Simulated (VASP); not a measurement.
# ZrB (Fm-3m) in VASP: a series of runs

Runs on ZrB. Level: PBEsol. Tasks: single point.

Program: VASP 6.6.1. These are calculated values, not measurements. Logs are shortened: lines on timing, memory, paths and dates and some standing lists are left out, and cuts for length are marked.

### 1 The cell of the first run

Symmetry: Fm-3m, No. 225, cubic system. Conventional cell: a = 4.665 Å, b = 4.665 Å, c = 4.665 Å, α = 90.00°, β = 90.00°, γ = 90.00°. Within 3.1 Å of Zr (site symmetry m-3m) lie 6 B at 2.33 Å. B (site symmetry m-3m) has 6 Zr at 2.33 Å within 3.1 Å.

### 2 Single point, PBEsol

INCAR reads:

```
ALGO     = Normal         # electronic algorithm
EDIFF    = 1E-6           # SCF threshold, eV
ENCUT    = 500            # plane-wave cutoff, eV
GGA      = PS             # functional
GGA_COMPAT= False        
ISIF     = 2              # what is computed and relaxed
ISMEAR   = 0              # smearing method
LASPH    = True           # aspherical terms in the spheres
LCHARG   = False          # write CHGCAR
LREAL    = False          # projectors in reciprocal space
LWAVE    = False          # write WAVECAR
NBANDS   = 14             # bands
NELM     = 120            # most SCF steps
PREC     = Accurate       # precision mode
SIGMA    = 0.05           # smearing width, eV
```

KPOINTS reads:

```
k-points
0
Gamma
  12 12 12
```

POSCAR reads:

```
ZrB
1.0
    0.0000000000      2.3327256626      2.3327256626
    2.3327256626      0.0000000000      2.3327256626
    2.3327256626      2.3327256626      0.0000000000
Zr B
1 1
Direct
    0.5000000000      0.5000000000      0.5000000000
    0.0000000000      0.0000000000      0.0000000000
```

Potentials or basis: VASP PAW PBE potentials, release 64 (Zr_sv, B).

Command:

```sh
$ cat potpaw_PBE.64/Zr_sv/POTCAR potpaw_PBE.64/B/POTCAR > POTCAR
$ mpirun -np 1 vasp_std > vasp.out
```

OUTCAR:

```text
EDIFF = 1E-6
   ENCUT = 500
   GGA = PS
   ISIF = 2
   ISMEAR = 0
   LASPH = True
   LREAL = False
   NELM = 120
   PREC = Accurate

 ion  position               nearest neighbor table
   1  0.500  0.500  0.500-   2 2.33   2 2.33   2 2.33   2 2.33   2 2.33   2 2.33
   2  0.000  0.000  0.000-   1 2.33   1 2.33   1 2.33   1 2.33   1 2.33   1 2.33

  LATTYP: Found a face centered cubic cell.
 ALAT       =     4.6654513252

  Lattice vectors:

 A1 = (   0.0000000000,   2.3327256626,   2.3327256626)
 A2 = (   2.3327256626,   0.0000000000,   2.3327256626)
 A3 = (   2.3327256626,   2.3327256626,   0.0000000000)

Analysis of symmetry for initial positions (statically):
=====================================================================
 Subroutine PRICEL returns:
 Original cell was already a primitive cell.

 Routine SETGRP: Setting up the symmetry group for a
 face centered cubic supercell.

 Subroutine GETGRP returns: Found 48 space group operations
 (whereof 48 operations were pure point group operations)
 out of a pool of 48 trial point group operations.

The static configuration has the point symmetry O_h .

Analysis of symmetry for dynamics (positions and initial velocities):
=====================================================================
 Subroutine PRICEL returns:
 Original cell was already a primitive cell.

 Routine SETGRP: Setting up the symmetry group for a
 face centered cubic supercell.

 Subroutine GETGRP returns: Found 48 space group operations
 (whereof 48 operations were pure point group operations)
 out of a pool of 48 trial point group operations.

The dynamic configuration has the point symmetry O_h .

 Subroutine INISYM returns: Found 48 space group operations
 (whereof 48 operations are pure point group operations),
 and found     1 'primitive' translations

----------------------------------------------------------------------------------------

                                     Primitive cell

  volume of cell :      25.3876

  direct lattice vectors                    reciprocal lattice vectors
     0.000000000  2.332725663  2.332725663    -0.214341535  0.214341535  0.214341535
     2.332725663  0.000000000  2.332725663     0.214341535 -0.214341535  0.214341535
     2.332725663  2.332725663  0.000000000     0.214341535  0.214341535 -0.214341535

  length of vectors
     3.298972269  3.298972269  3.298972269     0.371250429  0.371250429  0.371250429

  position of ions in fractional coordinates (direct lattice)
     0.500000000  0.500000000  0.500000000
     0.000000000  0.000000000  0.000000000

  ion indices of the primitive-cell ions
   primitive index   ion index
                 1           1
[... 87 lines left out ...]
   EFERMI =   0.00;   METHOD = LEGACY
   ISMEAR =     0;   SIGMA  =   0.05  broadening in eV -4-tet -1-fermi 0-gaus
   EFERMI_NEDOS =   21; number of points for ismear=-14 and -15
   IALGO  =     38    algorithm
   IMIX   =      4    mixing-type and parameters
     AMIX     =   0.40;   BMIX     =  1.00
     AMIX_MAG =   1.60;   BMIX_MAG =  1.00
  volume/ion in A,a.u.               =      12.69        85.66
  Fermi-wavevector in a.u.,A,eV,Ry     =   1.373720  2.595955 25.675648  1.887107
  Thomas-Fermi vector in A             =   2.499212
   LORBIT       =      0    0 simple, 1 ext, 2 COOP (PROOUT), +10 PAW based schemes
   GGA     = PS    functional components
   LHFCALC =     F    Hartree Fock is set to
   AEXX    =    0.0000 exact exchange contribution
   IVDW    =     0    specifies the selected vdW correction
   LEPSILON=     F    determine dielectric tensor
   LRPA    =     F    only Hartree local field effects (RPA)
 non-spin polarized calculation
 Gauss-broadening in eV      SIGMA  =   0.05
  energy-cutoff  :      500.00
  volume of cell :       25.39
 maximum number of plane-waves:       656
   NGX = 13   NGY = 13   NGZ = 13

 number of electron      15.0000000 magnetization

 Free energy of the ion-electron system (eV)
  ---------------------------------------------------
  ext. energy  EPLUGINS =         0.00000000
  ---------------------------------------------------
  free energy    TOTEN  =       -16.66235943 eV

  energy without entropy =      -16.66075890  energy(sigma->0) =      -16.66155917

 E-fermi :   8.8132     XC(G=0): -12.2836

 val. band max:        8.8049858094   @ k =   0.5000   0.2500   0.0000
 cond. band min:       8.8644039798   @ k =   0.3333   0.1667   0.0833
 fundamental gap:      0.0594181704
 Fermi energy:         8.8131979237

 k-point     1 :       0.0000    0.0000    0.0000
  band No.  band energies     occupation
      1     -37.9004      2.00000
      2     -15.6780      2.00000
      3     -15.6780      2.00000
      4     -15.6780      2.00000
      5       0.5113      2.00000
      6      10.6848      0.00000
      7      10.6848      0.00000
      8      10.6848      0.00000
      9      12.4673      0.00000
     10      12.4673      0.00000
     11      12.6372      0.00000
     12      12.6372      0.00000
     13      12.6372      0.00000
     14      19.8778      0.00000
[... 377 lines left out ...]
      1     -37.7720      2.00000
      2     -16.5230      2.00000
      3     -15.9485      2.00000
      4     -15.8061      2.00000
      5       4.4489      2.00000
      6       5.3296      2.00000
      7       7.7861      2.00000
      8       7.8032      2.00000
      9      14.0057      0.00000
     10      14.1652      0.00000
     11      15.5000      0.00000
     12      19.0545      0.00000
     13      20.0311      0.00000
     14      21.0225      0.00000

 [... further k-points ...]

------------------------ aborting loop because EDIFF is reached ----------------------------------------

  FORCE on cell =-STRESS in cart. coord.  units (eV):
  Direction    XX          YY          ZZ          XY          YZ          ZX
  --------------------------------------------------------------------------------------
  -------------------------------------------------------------------------------------
  Total        4.3079424      4.3079424      4.3079424      0.0000000      0.0000000      0.0000000
  in kB      271.8688620    271.8688620    271.8688620      0.0000000      0.0000000      0.0000000
  external PRESSURE =     271.8688620 kB  Pullay stress =       0.0000000 kB

 VOLUME and BASIS-vectors are now :
 -----------------------------------------------------------------------------
  energy-cutoff  :      500.00
  volume of cell :       25.39
      direct lattice vectors                 reciprocal lattice vectors
     0.000000000  2.332725663  2.332725663    -0.214341535  0.214341535  0.214341535
     2.332725663  0.000000000  2.332725663     0.214341535 -0.214341535  0.214341535
     2.332725663  2.332725663  0.000000000     0.214341535  0.214341535 -0.214341535

 POSITION                                       TOTAL-FORCE (eV/Angst)
 -----------------------------------------------------------------------------------
      2.33273      2.33273      2.33273        -0.000000     -0.000000     -0.000000
      0.00000      0.00000      0.00000         0.000000      0.000000      0.000000
 -----------------------------------------------------------------------------------
    total drift:                               -0.000000     -0.000000      0.000000

  FREE ENERGIE OF THE ION-ELECTRON SYSTEM (eV)
  ---------------------------------------------------
  free  energy   TOTEN  =       -16.6623594299 eV

  energy  without entropy=      -16.6607589046  energy(sigma->0) =      -16.66155917
```

stdout:

```text
POSCAR found type information on POSCAR ZrB
 POSCAR found :  2 types and       2 ions
 scaLAPACK will be used
 -----------------------------------------------------------------------------
|                                                                             |
|                                                                             |
|     You enforced a specific xc type in the INCAR file but a different       |
|     I HOPE YOU KNOW WHAT YOU ARE DOING!                                     |
|                                                                             |
 -----------------------------------------------------------------------------

 LDA part: xc-table for (Slater+PW92), standard interpolation
 POSCAR, INCAR and KPOINTS ok, starting setup
 FFT: planning ... GRIDC
 FFT: planning ... GRID_SOFT
 FFT: planning ... GRID
 WAVECAR not read
 entering main loop
```

Wall time 28 s (1 thread of Intel Xeon 8259CL, shared host); peak memory 0.15 GiB.

Results:

```yaml
Free_energy: -16.6624 eV
Pressure: 27.2 GPa
Band_gap_on_the_k_mesh: zero (an odd number of electrons rules out a gap without spin polarisation)
```

Levels at points of the mesh, in eV from the Fermi level:
| k point | band 5 | band 6 | band 7 | band 8 | band 9 | band 10 | band 11 | band 12 |
| --- | --- | --- | --- | --- | --- | --- | --- | --- |
| (0.00, 0.00, 0.00) | -8.30 | 1.87 | 1.87 | 1.87 | 3.65 | 3.65 | 3.82 | 3.82 |
| (0.50, 0.00, 0.00) | -4.20 | -3.59 | -1.40 | -1.40 | 5.70 | 5.70 | 7.28 | 8.19 |
| (0.50, 0.50, 0.00) | -6.44 | -1.15 | -0.33 | 2.53 | 2.53 | 5.42 | 6.85 | 6.85 |

Caveat: the cell stands under pressure; the PAW data sets were made with another functional, which shifts forces and pressure a little; an odd number of electrons without spin polarisation forces a metal; a magnetic or distorted state may lie lower.

### 3 Single point, PBEsol (14.22 Å³/atom)

This run uses another cell than the first one, of 14.22 Å³/atom.

INCAR reads:

```
ALGO = Normal
EDIFF = 1E-6
ENCUT = 500
GGA = PS
GGA_COMPAT = False
ISIF = 2
ISMEAR = 0
LASPH = True
LCHARG = False
LREAL = False
LWAVE = False
NBANDS = 14
NELM = 120
PREC = Accurate
SIGMA = 0.05
```

KPOINTS is that of step 2.

POSCAR reads:

```
ZrB
1.0
    0.0000000000      2.4225328489      2.4225328489
    2.4225328489      0.0000000000      2.4225328489
    2.4225328489      2.4225328489      0.0000000000
Zr B
1 1
Direct
    0.5000000000      0.5000000000      0.5000000000
    0.0000000000      0.0000000000      0.0000000000
```

Potentials or basis: VASP PAW PBE potentials, release 64 (Zr_sv, B).

Command:

```sh
$ cat potpaw_PBE.64/Zr_sv/POTCAR potpaw_PBE.64/B/POTCAR > POTCAR
$ mpirun -np 1 vasp_std > vasp.out
```

Run time: 54 s. Hardware: 1 thread of Intel Xeon 8259CL, shared host; peak memory 0.17 GiB.

The run converged. Its results:

- Free energy: -16.9220 eV
- Pressure: 2.2 GPa
- Band gap on the k mesh: zero (an odd number of electrons rules out a gap without spin polarisation)

Levels at points of the mesh, in eV from the Fermi level:
| k point | band 4 | band 5 | band 6 | band 7 | band 8 | band 9 | band 10 | band 11 | band 12 | band 13 |
| --- | --- | --- | --- | --- | --- | --- | --- | --- | --- | --- |
| (0.00, 0.00, 0.00) | -25.03 | -8.09 | 1.77 | 1.77 | 1.77 | 3.27 | 3.27 | 3.56 | 3.56 | 3.56 |
| (0.50, 0.00, 0.00) | -25.10 | -4.00 | -3.90 | -1.19 | -1.19 | 5.03 | 5.03 | 6.37 | 7.66 | 11.82 |
| (0.50, 0.50, 0.00) | -25.25 | -6.14 | -0.87 | -0.68 | 2.18 | 2.18 | 4.78 | 6.00 | 6.00 | 9.03 |

Caveat: the PAW data sets were made with another functional, which shifts forces and pressure a little; an odd number of electrons without spin polarisation forces a metal; a magnetic or distorted state may lie lower.

The gap in the log of VASP goes by the Fermi energy; the results here count the filled bands.